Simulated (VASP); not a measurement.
# Mg64O65 (a cell with a defect) in VASP: further runs, part 2 of 2

VASP 6.6.1. The steps go on from the part before.

### 4 Single point, PBE

Contents of INCAR:

```
SYSTEM = Mg64O65
ALGO = Normal
EDIFF = 1E-7
ENCUT = 520
GGA = PE
ISIF = 2
ISMEAR = -1
LASPH = .TRUE.
LCHARG = .FALSE.
LREAL = Auto
LUSENCCL = .FALSE.
LWAVE = .FALSE.
NBANDS = 329
NELM = 100
PREC = Accurate
SIGMA = 0.01
```

Contents of KPOINTS:

```
k-points
0
G
  1 1 1
  0 0 0
```

Contents of POSCAR:

```
Mg64O65
1.0
    0.0000000000      8.5087624600      8.5087624600
    8.5087624600      0.0000000000      8.5087624600
    8.5087624600      8.5087624600      0.0000000000
Mg O
64 65
Direct
    0.0006892894      0.0004118108     -0.0000793300
    0.0012263240      0.0022723046      0.2478261098
    0.0013708221     -0.0005333326      0.4993681537
    0.0004999552      0.0012937252      0.7505046744
    0.0005185831      0.2482065412      0.0033054748
    0.0000153959      0.2500508164      0.2514972077
[... 121 lines left out ...]
    0.8734682082      0.8770393503      0.8776033571
    0.1010358444      0.6008840914      0.6986111115
```

Command:

```
> cat potpaw_PBE.64/Mg/POTCAR potpaw_PBE.64/O/POTCAR > POTCAR
> mpirun -np 1 vasp_gam > vasp.out
```

It took 2.5 min on 1 × NVIDIA H100 80GB with 1 thread of AMD EPYC 7R13 (Zen 3), shared host; peak memory 1.9 GiB.

The run converged. Its results:

- Free energy: -764.2059 eV
- Pressure: 1.0 GPa
- Largest force: 0.256 eV/Å
- Band gap on the k mesh: 4.22 eV

Forces in eV/Å, atoms in the order of the input:
```
Mg  -0.002  0.003  0.003
Mg  -0.002  0.004  0.005
Mg  -0.006  0.000  0.002
Mg   0.000  0.002  0.000
Mg   0.001  0.005  0.003
Mg  -0.003 -0.001  0.000
Mg  -0.003  0.000  0.001
Mg  -0.001  0.001  0.000
Mg  -0.003 -0.001  0.001
Mg  -0.001  0.000  0.003
Mg   0.000  0.000  0.005
Mg   0.008  0.008  0.006
Mg  -0.004  0.004  0.000
Mg  -0.003  0.003  0.002
Mg  -0.008  0.007  0.009
Mg  -0.009  0.008 -0.007
Mg   0.003  0.002 -0.002
Mg  -0.002 -0.005 -0.003
Mg  -0.001 -0.001 -0.002
Mg   0.001  0.000 -0.002
Mg   0.000 -0.004 -0.005
Mg   0.001 -0.002 -0.003
Mg   0.000 -0.002  0.000
Mg   0.004  0.001 -0.001
Mg   0.004 -0.004 -0.001
Mg   0.003 -0.003  0.001
Mg   0.006 -0.008  0.008
Mg   0.008 -0.008 -0.008
Mg   0.001  0.001 -0.003
Mg   0.004  0.003 -0.002
Mg  -0.008 -0.009 -0.007
Mg   0.000  0.000 -0.004
Mg  -0.001 -0.002 -0.002
Mg   0.001  0.000 -0.003
Mg   0.000  0.000  0.001
Mg   0.001  0.001  0.000
Mg   0.000 -0.002  0.000
Mg   0.001  0.000 -0.001
Mg   0.001  0.000  0.001
Mg  -0.001  0.000 -0.003
Mg   0.002 -0.001  0.002
Mg   0.004 -0.002  0.004
Mg   0.001 -0.005  0.001
Mg   0.002  0.000  0.000
Mg   0.003  0.003 -0.002
Mg  -0.003 -0.003 -0.003
Mg  -0.001 -0.002 -0.002
Mg   0.001  0.000 -0.002
Mg  -0.002  0.000  0.000
Mg   0.000  0.002 -0.002
Mg   0.000  0.002  0.001
Mg   0.000 -0.001 -0.003
Mg  -0.001 -0.001  0.002
Mg   0.001  0.002  0.002
Mg  -0.003 -0.002  0.000
Mg  -0.001  0.000 -0.001
Mg   0.004  0.001  0.004
Mg  -0.001 -0.003  0.000
Mg  -0.001 -0.002  0.001
Mg   0.001 -0.001  0.000
Mg  -0.003  0.000 -0.005
Mg  -0.002  0.002 -0.002
Mg  -0.002  0.000  0.001
Mg   0.000  0.003  0.000
O    0.003  0.002  0.001
O    0.000  0.001  0.006
O    0.003  0.002  0.002
O    0.000 -0.001  0.004
O   -0.002  0.004  0.003
O   -0.004  0.001 -0.001
O   -0.004  0.004 -0.005
O   -0.005 -0.001  0.002
O    0.003  0.002  0.001
O    0.000  0.000  0.001
O   -0.149 -0.148  0.147
O    0.000  0.000  0.007
O    0.002 -0.002 -0.001
O   -0.001  0.002 -0.002
O    0.003  0.004  0.003
O   -0.003 -0.002 -0.001
O    0.005  0.002  0.001
O   -0.003  0.000  0.000
O    0.004  0.000  0.001
O   -0.002 -0.002  0.002
O   -0.003  0.001 -0.003
O   -0.006  0.001 -0.001
O   -0.004  0.003 -0.003
O   -0.002  0.004  0.001
O   -0.003  0.001 -0.001
O    0.002 -0.002 -0.002
O    0.004  0.004  0.003
O   -0.002 -0.002  0.000
O    0.003  0.003  0.003
O    0.000  0.000  0.003
O   -0.002 -0.001 -0.002
O   -0.003 -0.002  0.003
O    0.003  0.002  0.001
O   -0.001 -0.002  0.004
O    0.003  0.002  0.002
O    0.002  0.001  0.005
O   -0.001  0.004 -0.001
O   -0.004 -0.001 -0.002
O    0.001  0.005  0.000
O   -0.004  0.001 -0.003
O    0.003  0.002  0.002
O    0.001  0.000  0.005
O    0.003  0.002  0.001
O   -0.002  0.000  0.004
O    0.002  0.004  0.001
O   -0.002 -0.001  0.000
O    0.000  0.004  0.000
O   -0.003 -0.001  0.001
O    0.003 -0.002 -0.001
O   -0.001 -0.004 -0.002
O    0.005  0.000  0.000
O    0.002 -0.004 -0.003
O   -0.001 -0.002 -0.005
O    0.004  0.003 -0.003
O    0.000  0.000 -0.004
O    0.000 -0.001 -0.005
O    0.004 -0.003  0.002
O    0.000 -0.004 -0.001
O    0.006 -0.005 -0.006
O   -0.001 -0.005  0.001
O    0.001 -0.002 -0.004
O    0.001 -0.006 -0.002
O    0.004 -0.004 -0.003
O    0.003 -0.003  0.000
O    0.146  0.146 -0.146
```

Stress tensor (GPa, compression positive):
```
 1.00  0.44 -0.44
 0.44  1.00 -0.44
-0.44 -0.44  1.00
```

Levels at points of the mesh, in eV from the valence-band top:
| k point | band 255 | band 256 | band 257 | band 258 | band 259 | band 260 | band 261 | band 262 | band 263 | band 264 |
| --- | --- | --- | --- | --- | --- | --- | --- | --- | --- | --- |
| (0.00, 0.00, 0.00) | -0.28 | -0.27 | -0.27 | 0.00 | 0.00 | 4.22 | 5.45 | 6.50 | 6.50 | 6.52 |

Caveat: the k points lie up to 0.64 Å⁻¹ apart.

### 5 Single point, r2SCAN

Contents of POSCAR:

```
Mg64O65
1.0
    0.0000000000      8.5087624600      8.5087624600
    8.5087624600      0.0000000000      8.5087624600
    8.5087624600      8.5087624600      0.0000000000
Mg O
64 65
Direct
    0.0008843300      0.0005451800      0.0005561300
    0.0006804700      0.0014076600      0.2493791800
    0.0015709700     -0.0003630400      0.5014925100
    0.0014472200      0.0025164300      0.7502207600
    0.0006858200      0.2493444000      0.0014292200
    0.0003695400      0.2505366200      0.2505673800
[... 121 lines left out ...]
    0.8738276800      0.8773102500      0.8773188100
    0.1499620800      0.6497891400      0.6497525800
```

Contents of INCAR.step1:

```
SYSTEM = Mg64O65
PREC = Accurate
ENCUT = 520
ISMEAR = -1
SIGMA = 0.01
LREAL = Auto
LASPH = .True.
NELM = 80
NBANDS = 329
GGA = PE
ALGO = Normal
EDIFF = 1E-4
LWAVE = .True.
LCHARG = .False.
LUSENCCL = .False.
```

Contents of INCAR.step2:

```
SYSTEM = Mg64O65
PREC = Accurate
ENCUT = 520
EDIFF = 1E-6
ISMEAR = -1
SIGMA = 0.01
LREAL = Auto
LASPH = .True.
NELM = 80
ALGO = Normal
ISIF = 2
LWAVE = .False.
LCHARG = .False.
METAGGA = R2SCAN
LMIXTAU = .True.
NBANDS = 329
ISTART = 1
LUSENCCL = .False.
```

Contents of KPOINTS:

```
regular mesh
0
Gamma
  1 1 1
  0 0 0
```

Potentials or basis: VASP PAW PBE potentials, release 64 (Mg, O).

Command:

```
> cat potpaw_PBE.64/Mg/POTCAR potpaw_PBE.64/O/POTCAR > POTCAR
> cp INCAR.step1 INCAR
> mpirun -np 1 vasp_gam > vasp.out
> cp INCAR.step2 INCAR
> mpirun -np 1 vasp_gam > vasp.out
```

OUTCAR:

```text
SYSTEM = Mg64O65
   PREC = Accurate
   ENCUT = 520
   EDIFF = 1E-6
   ISMEAR = -1
   LREAL = Auto
   LASPH = .True.
   NELM = 80
   ISIF = 2
   METAGGA = R2SCAN
   ISTART = 1

 ion  position               nearest neighbor table
   1  0.001  0.001  0.001-  80 2.11  68 2.12  77 2.12 113 2.13 116 2.13 125 2.13  13 3.00   4 3.00
                             5 3.00   2 3.00   8 3.00  14 3.00  17 3.00  20 3.01  29 3.01  53 3.01
   2  0.001  0.001  0.249-  65 2.12  77 2.12 113 2.12 114 2.12 126 2.14  78 2.14  15 2.93   5 2.98
                             1 3.00  17 3.00   6 3.00  54 3.00  18 3.01  50 3.01  30 3.01  51 3.02
   3  0.002  1.000  0.501-  79 2.12 115 2.13  66 2.13 127 2.13  78 2.13 114 2.14   7 3.00  16 3.00
                            31 3.00   4 3.01  19 3.01  52 3.01  18 3.01  55 3.02   6 3.02  51 3.03
   4  0.001  0.003  0.750-  79 2.07  67 2.10 116 2.11  80 2.13 115 2.14 128 2.15  16 2.93   8 2.95
                            20 2.99  19 3.00   7 3.00   1 3.00  56 3.00   3 3.01  32 3.02  49 3.02
   5  0.001  0.249  0.001-  65 2.12  68 2.12 113 2.12 117 2.12 120 2.14  72 2.14  12 2.93   2 2.98
                             1 3.00  17 3.00  54 3.00   6 3.00  21 3.01  53 3.01  24 3.01  57 3.02
   6  0.000  0.251  0.251- 118 2.12  66 2.12  69 2.12  65 2.13 114 2.13 117 2.13   7 3.00  10 3.00
                            22 3.00  18 3.00  21 3.00   2 3.00   5 3.00  58 3.00  55 3.00  54 3.01
   7  0.000  0.250  0.500- 119 2.12  70 2.12 118 2.13 115 2.13  66 2.13  67 2.13   8 2.99  23 2.99
                             4 3.00  19 3.00  11 3.00   3 3.00  55 3.00   6 3.00  59 3.01  10 3.01
   8  0.001  0.248  0.749-  71 2.07  67 2.10 116 2.11 119 2.13  68 2.14 120 2.15  12 2.93   4 2.95
                             7 2.99  23 3.00  20 3.00  56 3.00   1 3.00  24 3.01  11 3.01  53 3.02
   9  0.002  0.501  1.000-  76 2.12 121 2.13  69 2.13 124 2.13  72 2.13 117 2.14  10 3.00  16 3.00
[... 106 lines left out ...]
                            14 3.00  63 3.00  47 3.00  13 3.00  58 3.00  59 3.01  10 3.01  34 3.01
  63  0.749  0.749  0.501- 123 2.07 107 2.10 110 2.11 122 2.13 111 2.14 126 2.15  15 2.93  47 2.95
                            59 2.99  60 2.99  48 3.00  62 3.00  35 3.00  64 3.01  11 3.01  50 3.02
  64  0.751  0.749  0.749- 123 2.12 111 2.13 108 2.13 124 2.13 127 2.13 112 2.14  48 3.00  15 3.00
                            12 3.00  63 3.01  60 3.01  51 3.01  57 3.01  45 3.02  36 3.02  61 3.03
  65  0.126  0.125  0.125-   5 2.12  21 2.12   2 2.12  18 2.12  17 2.13   6 2.13
  66  0.126  0.125  0.375-  18 2.12  22 2.12   6 2.12   3 2.13   7 2.13  19 2.14
  67  0.126  0.125  0.625-   4 2.10  19 2.10  23 2.10   8 2.10  20 2.13   7 2.13
  68  0.125  0.125  0.876-   5 2.12   1 2.12  17 2.12  24 2.13  20 2.13   8 2.14
[... 336 lines left out ...]
  ---------------------------------------------------
  ext. energy  EPLUGINS =         0.00000000
  ---------------------------------------------------
  free energy    TOTEN  =     -1036.59920763 eV

  energy without entropy =    -1036.59920763  energy(sigma->0) =    -1036.59920763

 E-fermi :   3.2236     XC(G=0): -11.4728

 val. band max:        2.8750695548   @ k =   0.0000   0.0000   0.0000
 cond. band min:       7.9651258550   @ k =   0.0000   0.0000   0.0000
 fundamental gap:      5.0900563002
 Fermi energy:         3.2236040028

 k-point     1 :       0.0000    0.0000    0.0000
  band No.  band energies     occupation
      1     -19.5545      2.00000
      2     -15.4381      2.00000
      3     -14.9445      2.00000
      4     -14.9443      2.00000
      5     -14.9388      2.00000
      6     -14.9049      2.00000
[... 263 lines left out ...]
    270      11.1648      0.00000
    271      11.2008      0.00000
 [bands above 271 left out]

------------------------ aborting loop because EDIFF is reached ----------------------------------------

  FORCE on cell =-STRESS in cart. coord.  units (eV):
  Direction    XX          YY          ZZ          XY          YZ          ZX
  --------------------------------------------------------------------------------------
  -------------------------------------------------------------------------------------
  Total      -37.1927293    -37.2101286    -37.1974060      3.6390486      3.6402247      3.6388277
  in kB      -48.3659183    -48.3885444    -48.3719999      4.7322671      4.7337964      4.7319797
  external PRESSURE =     -48.3754875 kB  Pullay stress =       0.0000000 kB

 VOLUME and BASIS-vectors are now :
 -----------------------------------------------------------------------------
  energy-cutoff  :      520.00
  volume of cell :     1232.05
      direct lattice vectors                 reciprocal lattice vectors
     0.000000000  8.508762460  8.508762460    -0.058762952  0.058762952  0.058762952
     8.508762460  0.000000000  8.508762460     0.058762952 -0.058762952  0.058762952
     8.508762460  8.508762460  0.000000000     0.058762952  0.058762952 -0.058762952

 POSITION                                       TOTAL-FORCE (eV/Angst)
 -----------------------------------------------------------------------------------
      0.00937      0.01226      0.01216         0.002880      0.002036      0.001081
      2.13389      2.12770      0.01777        -0.003824     -0.016278      0.001913
     12.77275      4.28045      8.51904        -0.008363     -0.003550     -0.003936
      6.40486      6.39576      0.03373        -0.003629      0.004740      0.003738
      2.13377      0.01800      2.12745        -0.002397      0.002054     -0.016406
      4.26377      2.13516      2.13490        -0.007892     -0.007941     -0.007359
[... 121 lines left out ...]
     14.92972     14.90009     14.90002        -0.020387     -0.007409     -0.007727
     11.05749      6.80458      6.80489         0.068742      0.064727      0.062388
 -----------------------------------------------------------------------------------
    total drift:                               -0.120030     -0.153349     -0.148187

  FREE ENERGIE OF THE ION-ELECTRON SYSTEM (eV)
  ---------------------------------------------------
  free  energy   TOTEN  =     -1036.5992076324 eV

  energy  without entropy=    -1036.5992076324  energy(sigma->0) =    -1036.59920763
```

It took 9.2 min on 1 × NVIDIA H100 80GB with 1 thread of AMD EPYC 7R13 (Zen 3), shared host; peak memory 2.1 GiB.

What came out:

* Free energy: -1036.5992 eV
* Pressure: -4.8 GPa
* Largest force: 0.116 eV/Å
* Band gap on the k mesh: 5.09 eV

Forces in eV/Å, atoms in the order of the input:
```
Mg   0.003  0.002  0.001
Mg  -0.004 -0.016  0.002
Mg  -0.008 -0.004 -0.004
Mg  -0.004  0.005  0.004
Mg  -0.002  0.002 -0.016
Mg  -0.008 -0.008 -0.007
Mg  -0.002 -0.004  0.000
Mg   0.001  0.007  0.013
Mg  -0.007 -0.004 -0.003
Mg   0.000  0.000 -0.004
Mg   0.003  0.004  0.005
Mg  -0.027 -0.026  0.064
Mg  -0.005  0.005  0.004
Mg   0.001  0.015  0.007
Mg  -0.029  0.064 -0.025
Mg  -0.046  0.014  0.013
Mg  -0.003 -0.001 -0.001
Mg  -0.011 -0.009  0.007
Mg   0.002  0.002 -0.004
Mg  -0.003  0.008 -0.005
Mg  -0.010  0.007 -0.008
Mg  -0.002  0.000  0.000
Mg   0.012  0.005  0.002
Mg   0.001  0.003 -0.002
Mg   0.004 -0.006  0.003
Mg   0.014  0.001  0.005
Mg   0.064 -0.028 -0.027
Mg   0.016 -0.044  0.013
Mg  -0.003 -0.004  0.007
Mg   0.001 -0.002  0.002
Mg   0.015  0.013 -0.044
Mg   0.004  0.006  0.007
Mg  -0.002 -0.003 -0.004
Mg  -0.004 -0.005 -0.003
Mg   0.000  0.000  0.003
Mg   0.000  0.000 -0.006
Mg  -0.003 -0.002 -0.005
Mg   0.000  0.004  0.004
Mg  -0.017  0.000 -0.003
Mg  -0.005  0.007 -0.012
Mg   0.002  0.003  0.000
Mg  -0.015 -0.004  0.001
Mg  -0.004 -0.007 -0.005
Mg   0.004 -0.004  0.002
Mg   0.000 -0.005 -0.001
Mg  -0.006 -0.012  0.007
Mg   0.004  0.002 -0.004
Mg   0.008 -0.004 -0.005
Mg  -0.003 -0.003 -0.003
Mg   0.003  0.001  0.004
Mg  -0.001 -0.016 -0.001
Mg   0.006 -0.006 -0.011
Mg   0.004  0.005  0.000
Mg  -0.007 -0.006 -0.006
Mg  -0.010 -0.009 -0.007
Mg   0.001  0.002 -0.004
Mg   0.000 -0.001 -0.016
Mg  -0.008 -0.008 -0.008
Mg  -0.005 -0.001  0.000
Mg   0.006  0.003  0.013
Mg   0.006 -0.010 -0.006
Mg   0.001 -0.004  0.002
Mg   0.005  0.013  0.004
Mg   0.005 -0.001 -0.001
O    0.004  0.003  0.004
O    0.002  0.001  0.004
O    0.009 -0.001  0.009
O   -0.002 -0.004  0.006
O    0.003  0.003  0.002
O   -0.005 -0.001 -0.001
O   -0.014  0.014 -0.011
O   -0.004  0.010 -0.006
O    0.008  0.008 -0.001
O   -0.015 -0.012  0.013
O   -0.065 -0.068 -0.068
O    0.015  0.013  0.009
O   -0.003  0.006 -0.004
O   -0.003 -0.005  0.009
O    0.015  0.010  0.012
O    0.008  0.000 -0.001
O    0.006 -0.004 -0.004
O    0.007 -0.005 -0.007
O    0.006 -0.004 -0.002
O   -0.001  0.000  0.000
O    0.007 -0.007 -0.006
O    0.027  0.000  0.000
O   -0.008  0.011 -0.003
O   -0.007 -0.019 -0.008
O    0.006 -0.002 -0.004
O   -0.008 -0.003  0.010
O    0.009  0.015  0.014
O    0.000  0.010 -0.002
O   -0.001  0.000  0.001
O   -0.007 -0.008 -0.020
O    0.000  0.000  0.009
O    0.001  0.002  0.002
O    0.001  0.000  0.000
O    0.008  0.007  0.002
O    0.005  0.003  0.003
O   -0.006 -0.005  0.006
O    0.007  0.001  0.007
O   -0.003  0.001  0.001
O    0.000  0.005  0.003
O   -0.005 -0.007  0.006
O    0.004  0.003  0.004
O    0.000  0.004  0.004
O    0.000  0.010  0.010
O   -0.003 -0.002  0.005
O   -0.005  0.006 -0.004
O   -0.005  0.006 -0.007
O   -0.004  0.005 -0.002
O    0.001  0.001  0.002
O    0.003  0.006  0.007
O    0.003 -0.002  0.001
O    0.004  0.000  0.002
O   -0.007 -0.006  0.006
O    0.001  0.001 -0.002
O    0.001  0.001  0.001
O    0.000 -0.001 -0.006
O    0.000 -0.001  0.027
O    0.004  0.003  0.001
O    0.000 -0.005 -0.001
O    0.014 -0.013 -0.013
O    0.011 -0.003 -0.007
O   -0.008  0.006 -0.006
O    0.000  0.027 -0.001
O    0.011 -0.007 -0.004
O   -0.020 -0.007 -0.008
O    0.069  0.065  0.062
```

Stress tensor (GPa, compression positive):
```
-4.84  0.47  0.47
 0.47 -4.84  0.47
 0.47  0.47 -4.84
```

Levels at points of the mesh, in eV from the valence-band top:
```csv
k point,band 255,band 256,band 257,band 258,band 259,band 260,band 261,band 262,band 263,band 264
"(0.00, 0.00, 0.00)",-0.27,-0.27,-0.27,0.00,0.00,5.09,6.14,7.39,7.39,7.41
```

Caveat: the k points lie up to 0.64 Å⁻¹ apart; the PAW data sets were made with another functional, which shifts forces and pressure a little.

### 6 Summary

```tsv
level	cell	gap on the mesh (eV)	pressure (GPa)	largest force (eV/Å)
PBE	as given, atomic positions A	4.12	1.0	0.36
PBE	as given, atomic positions B	4.12	1.0	0.36
PBE	as given, atomic positions C	4.22	1.0	0.26
r2SCAN	as given, atomic positions D	5.09	-4.8	0.12
```

Alike in all rows: task single point; potentials or basis VASP PAW PBE potentials, release 64 (Mg, O); no spin polarisation; k mesh 1 × 1 × 1; cutoff (eV) 520; smearing fermi-dirac 0.01 eV.

Caveats: all runs use coarse meshes; the PAW data sets were made with another functional, which shifts forces and pressure a little (at least some runs).

Total energies depend on the potentials used, so only differences within one code and one set of settings carry meaning.
